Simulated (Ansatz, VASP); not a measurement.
Two plane-wave programs on FePt

Contents of INCAR:

```
  ALGO = Normal
  EDIFF = 1E-7
  ENCUT = 520
  GGA = PS
  ISIF = 2
  ISMEAR = -1
  LASPH = T
  LCHARG = T
  LELF = T
  LREAL = F
  LVHAR = T
  LWAVE = F
  NBANDS = 16
  NELM = 100
  PREC = Accurate
  SIGMA = 0.05
```

Contents of KPOINTS:

```
k-points
0
Gamma
  10 10 7
```

The input POSCAR:

```
FePt
1.0
    2.7235000000      0.0000000000      0.0000000000
    0.0000000000      2.7235000000      0.0000000000
    0.0000000000      0.0000000000      3.7200000000
Pt Fe
1 1
Direct
    0.5000000000      0.5000000000      0.5000000000
    0.0000000000      0.0000000000      0.0000000000
```

input.yaml

```yaml
crystal:
  lattice:
    - [2.7235, 0.0, 0.0]
    - [0.0, 2.7235, 0.0]
    - [0.0, 0.0, 3.72]
  atoms:
    - { symbol: Pt, position: [0.5, 0.5, 0.5] }
    - { symbol: Fe, position: [0.0, 0.0, 0.0] }
hamiltonian:
  xc: pbesol
  pseudopotentials: { kind: paw }
kpoints:
  mp_grid: { grid: [10, 10, 7] }
scf:
  occupations: { method: fermi_dirac, width: 0.05 }
output:
  forces: true
  stress: true
  eigenvalues: true
  write_density: true
  write_potential: true
  elf: true
  volumetric_format: npy
```

Alike in both runs: task single point; functional PBEsol; k mesh 10 × 10 × 7; occupations fermi-dirac, width 0.05 eV; no spin polarisation.

|  | VASP | Ansatz |
| --- | --- | --- |
| version | VASP 6.6.1 | Ansatz 0.2.0 |
| potentials or method | VASP PAW PBE potentials, release 64 (Pt, Fe) | Ansatz PAW |
| plane-wave cutoff (eV) | 520 | 420 |
| valence electrons in the cell | 18 | 34 |

```tsv
	VASP	Ansatz	Ansatz less VASP
gap on the k mesh at the Fermi level (eV)	none	none	-
pressure (GPa)	-22.6	-22.5	+0.18
traceless stress, the component that is largest in VASP (GPa)	2.64	2.66	+0.027
```

VASP's potentials were made for PBE, not for PBEsol. A gap of «none» marks a metal or a gap that the smearing closes. With one functional, cell and mesh, what is left measures potentials, basis and numerics. VASP's potentials hold 18 valence electrons a cell and Ansatz's 34, so a difference there can come from the potentials and not from the codes.

Neither program's run includes spin-orbit coupling.
